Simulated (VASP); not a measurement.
# Mg (P6_3/mmc) in VASP: further runs, part 2 of 2

VASP 6.6.1. The steps go on from the part before.

### Step 5. Relaxation of cell and atoms, PBEsol, target pressure 12 GPa, at which the enthalpy is minimised

This run uses another cell than the first one, of 15.36 Å³/atom.

The input, INCAR:

```
ALGO     = Fast           # electronic algorithm
EDIFF    = 1E-6           # SCF threshold, eV
EDIFFG   = -0.004         # ionic threshold
ENCUT    = 600            # plane-wave cutoff, eV
GGA      = PS             # functional
IBRION   = 2              # ionic algorithm
ISIF     = 3              # what is computed and relaxed
ISMEAR   = 0              # smearing method
LASPH    = True           # aspherical terms in the spheres
LCHARG   = False          # write CHGCAR
LREAL    = False          # projectors in reciprocal space
LWAVE    = False          # write WAVECAR
NELM     = 80             # most SCF steps
NSW      = 70             # ionic steps
PREC     = Accurate       # precision mode
PSTRESS  = 120.0        
SIGMA    = 0.1            # smearing width, eV
```

The input, KPOINTS:

```
k-points
0
Gamma
  27 27 14
```

The input, POSCAR:

```
Mg
1.0
    2.7950831509      0.0000000000      0.0000000000
   -1.3975415754      2.4206130144      0.0000000000
    0.0000000000      0.0000000000      4.5411701751
Mg
2
Direct
    0.3333333333      0.6666666667      0.2500000000
    0.6666666667      0.3333333333      0.7500000000
```

Command:

```console
> cat potpaw_PBE.64/Mg/POTCAR > POTCAR
> mpirun -np 1 vasp_std > vasp.out
```

Run time: 4.1 min. Hardware: 1 thread of Intel Xeon Platinum 8375C at 2.90GHz (Ice Lake), shared host; peak memory 0.29 GiB.

Results (log left out):

```yaml
Free_energy: -3.1822 eV
Relaxed_volume: 18.24 Å³/atom
Relaxed_cell: a = 2.960 Å, b = 2.960 Å, c = 4.808 Å, α = 90.00°, β = 90.00°, γ = 120.00°
Space_group_after_relaxing_to_0.1_Å: P6_3/mmc (No. 194)
Energy_change_on_relaxing_the_run_minimises_the_enthalpy: -362.6 meV/atom
Ionic_steps: 6
Pressure_after_relaxing: 12.0 GPa
Band_gap_on_the_k_mesh: zero (bands 2 and 3 overlap by 2.27 eV)
```

Step by step:
```
step  energy change (eV)  largest force (eV/Å)  pressure (GPa)  volume (Å³)
   1              0.0000                0.0000           30.53        30.72
   2             -0.8878                0.0000            6.66        39.32
   3             -0.7229                0.0000           12.07        36.46
   4             -0.7320                0.0000           11.80        36.58
   5             -0.7237                0.0000           12.05        36.47
   6             -0.7253                0.0000           12.00        36.49
```

Final structure:
```cif
data_structure
_symmetry_space_group_name_H-M 'P 1'
_symmetry_Int_Tables_number 1
_cell_length_a 2.9601
_cell_length_b 2.9601
_cell_length_c 4.8083
_cell_angle_alpha 90.000
_cell_angle_beta 90.000
_cell_angle_gamma 120.000
_cell_volume 36.49
loop_
_atom_site_label
_atom_site_type_symbol
_atom_site_fract_x
_atom_site_fract_y
_atom_site_fract_z
_atom_site_occupancy
Mg1 Mg 0.33333 0.66667 0.25000 1
Mg2 Mg 0.66667 0.33333 0.75000 1
```

Levels at points of the mesh, in eV from the Fermi level:
| k point | band 1 | band 2 | band 3 | band 4 | band 5 |
| --- | --- | --- | --- | --- | --- |
| (0.00, 0.00, 0.00) | -8.00 | -2.09 | -1.25 | 12.30 | 12.30 |
| (0.00, 0.00, 0.50) | -6.38 | -6.38 | 5.73 | 5.73 | 13.07 |

Caveat: the cell is relaxed towards a set pressure, so the run minimises the enthalpy, not the energy; the volume moved by over 15 % at a fixed basis, so the end points are rough; the PAW data sets were made with another functional, which shifts forces and pressure a little.

### Step 6. Relaxation of cell and atoms, PBEsol, target pressure 100 GPa, at which the enthalpy is minimised

This run uses another cell than the first one, of 11.20 Å³/atom.

The input, INCAR:

```
SYSTEM = Mg
PREC     = Accurate       ! precision mode
ENCUT    = 600            ! plane-wave cutoff, eV
EDIFF    = 1E-7           ! SCF threshold, eV
ISMEAR   = 0              ! smearing method
SIGMA    = 0.1            ! smearing width, eV
LREAL    = .FALSE.        ! projectors in reciprocal space
LASPH    = .TRUE.         ! aspherical terms in the spheres
NELM     = 100            ! most SCF steps
ALGO     = Fast           ! electronic algorithm
ISIF     = 3              ! what is computed and relaxed
LWAVE    = .FALSE.        ! write WAVECAR
LCHARG   = .FALSE.        ! write CHGCAR
GGA      = PS             ! functional
IBRION   = 2              ! ionic algorithm
NSW      = 70             ! ionic steps
EDIFFG   = -0.004         ! ionic threshold
PSTRESS  = 1000.0
```

The input, KPOINTS:

```
Automatic mesh
0
G
  27 27 14
  0 0 0
```

The input, POSCAR:

```
Mg
1.0
    2.5145314147      0.0000000000      0.0000000000
   -1.2572657073      2.1776480838      0.0000000000
    0.0000000000      0.0000000000      4.0899036368
Mg
2
Direct
    0.3333333333      0.6666666667      0.2500000000
    0.6666666667      0.3333333333      0.7500000000
```

Potentials or basis: VASP PAW PBE potentials, release 64 (Mg).

Command:

```console
> cat potpaw_PBE.64/Mg/POTCAR > POTCAR
> mpirun -np 1 vasp_std > vasp.out
```

Wall time 3.1 min (1 thread of Intel Xeon Platinum 8375C at 2.90GHz (Ice Lake), shared host); peak memory 0.24 GiB.

Results (log left out):

```yaml
Free_energy: 0.5157 eV
Relaxed_volume: 11.29 Å³/atom
Relaxed_cell: a = 2.521 Å, b = 2.521 Å, c = 4.101 Å, α = 90.00°, β = 90.00°, γ = 120.00°
Space_group_after_relaxing_to_0.1_Å: P6_3/mmc (No. 194)
Energy_change_on_relaxing_the_run_minimises_the_enthalpy: -58.6 meV/atom
Ionic_steps: 3
Pressure_after_relaxing: 100.0 GPa
Band_gap_on_the_k_mesh: zero (bands 2 and 3 overlap by 2.51 eV)
```

The path:
```tsv
step	energy change (eV)	largest force (eV/Å)	pressure (GPa)	volume (Å³)
1	0.0000	0.0000	102.80	22.40
2	-0.3915	0.0000	93.44	23.04
3	-0.1172	0.0000	99.99	22.58
```

Final structure:
```cif
data_structure
_symmetry_space_group_name_H-M 'P 1'
_symmetry_Int_Tables_number 1
_cell_length_a 2.5214
_cell_length_b 2.5214
_cell_length_c 4.1012
_cell_angle_alpha 90.000
_cell_angle_beta 90.000
_cell_angle_gamma 120.000
_cell_volume 22.58
loop_
_atom_site_label
_atom_site_type_symbol
_atom_site_fract_x
_atom_site_fract_y
_atom_site_fract_z
_atom_site_occupancy
Mg1 Mg 0.33333 0.66667 0.25000 1
Mg2 Mg 0.66667 0.33333 0.75000 1
```

Levels at points of the mesh, in eV from the Fermi level:
| k point | band 1 | band 2 | band 3 | band 4 | band 5 | band 6 |
| --- | --- | --- | --- | --- | --- | --- |
| (0.00, 0.00, 0.00) | -10.54 | -2.84 | -1.29 | 15.59 | 15.59 | 16.55 |
| (0.00, 0.00, 0.50) | -8.32 | -8.32 | 7.39 | 7.39 | 16.42 | 16.42 |

Caveat: the cell is relaxed towards a set pressure, so the run minimises the enthalpy, not the energy; the PAW data sets were made with another functional, which shifts forces and pressure a little.

### Step 7. Summary

```tsv
cell	k mesh	gap on the mesh (eV)	pressure (GPa)
relaxed to 100 GPa from a = 2.587, b = 2.587, c = 4.205 Å, angles 90.0, 90.0, 120.0°, 2 atoms	27 × 27 × 14	none	100.0
relaxed to 50 GPa from a = 3.209, b = 3.209, c = 5.210 Å, angles 90.0, 90.0, 120.0°, 2 atoms	21 × 21 × 12	none	50.0
relaxed to 50 GPa from a = 2.685, b = 2.685, c = 4.356 Å, angles 90.0, 90.0, 120.0°, 2 atoms	27 × 27 × 14	none	50.0
relaxed to 12 GPa from a = 2.795, b = 2.795, c = 4.541 Å, angles 90.0, 90.0, 120.0°, 2 atoms	27 × 27 × 14	none	12.0
relaxed to 100 GPa from a = 2.515, b = 2.515, c = 4.090 Å, angles 90.0, 90.0, 120.0°, 2 atoms	27 × 27 × 14	none	100.0
```

Alike in all rows: task relaxation of cell and atoms; level PBEsol; potentials or basis VASP PAW PBE potentials, release 64 (Mg); no spin polarisation; cutoff (eV) 600; smearing gaussian 0.1 eV.

Caveats: the cell is relaxed towards a set pressure, so the run minimises the enthalpy, not the energy; the PAW data sets were made with another functional, which shifts forces and pressure a little; the volume moved by over 15 % at a fixed basis, so the end points are rough (at least some runs).

Total energies depend on the potentials used, so only differences within one code and one set of settings carry meaning.
